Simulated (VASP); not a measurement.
Crystal: Si2As.

```xyz
6
Lattice="6.5500 0.0000 0.0000 0.0000 6.5500 0.0000 0.0000 0.0000 2.6010" Properties=species:S:1:pos:R:3 pbc="T T T"
Si    5.6982    4.1267    0.0000
Si    0.8518    2.4232    0.0000
Si    4.1267    0.8518    0.0000
Si    2.4232    5.6982    0.0000
As    3.2750    3.2750    0.0000
As    0.0000    0.0000    0.0000
```

```yaml
Program: VASP 6.6.1
Task: relaxation of cell and atoms
Functional: PBE
Potentials_or_basis: VASP PAW PBE potentials, release 64 (Si, As)
Cutoff: 600 eV
k_mesh: 6 × 6 × 14
Occupations: gaussian, width 0.1 eV
Spin: no spin polarisation
```

At the start: pressure 0.2 GPa; volume 18.60 Å³/atom.

Problem. Where does the relaxation end?

Solution. Over 8 steps the energy falls by 8.5 meV/atom and the volume is 18.75 Å³/atom (+0.8 %); space group P4/mbm (No. 127, to 0.05 Å).

Step by step:
| step | energy change (eV) | largest force (eV/Å) | pressure (GPa) | volume (Å³) |
| --- | --- | --- | --- | --- |
| 1 | 0.0000 | 0.1762 | 0.15 | 111.59 |
| 2 | -0.0444 | 0.1125 | 0.22 | 111.85 |
| 3 | -0.0480 | 0.0839 | 0.38 | 111.98 |
| 4 | -0.0491 | 0.0964 | 0.31 | 111.93 |
| 5 | -0.0491 | 0.0944 | 0.32 | 111.94 |
| 6 | -0.0509 | 0.0349 | -0.11 | 112.61 |
| 7 | -0.0510 | 0.0294 | -0.15 | 112.68 |
| 8 | -0.0512 | 0.0040 | 0.01 | 112.47 |

Final structure:
```
Si As
1.0
     6.65406    0.00000    0.00000
     0.00000    6.65406    0.00000
     0.00000    0.00000    2.54024
Si As
4 2
Direct
  0.87213 0.62787 0.00000
  0.12787 0.37213 0.00000
  0.62787 0.12787 0.00000
  0.37213 0.87213 0.00000
  0.50000 0.50000 0.00000
  0.00000 0.00000 0.00000
```
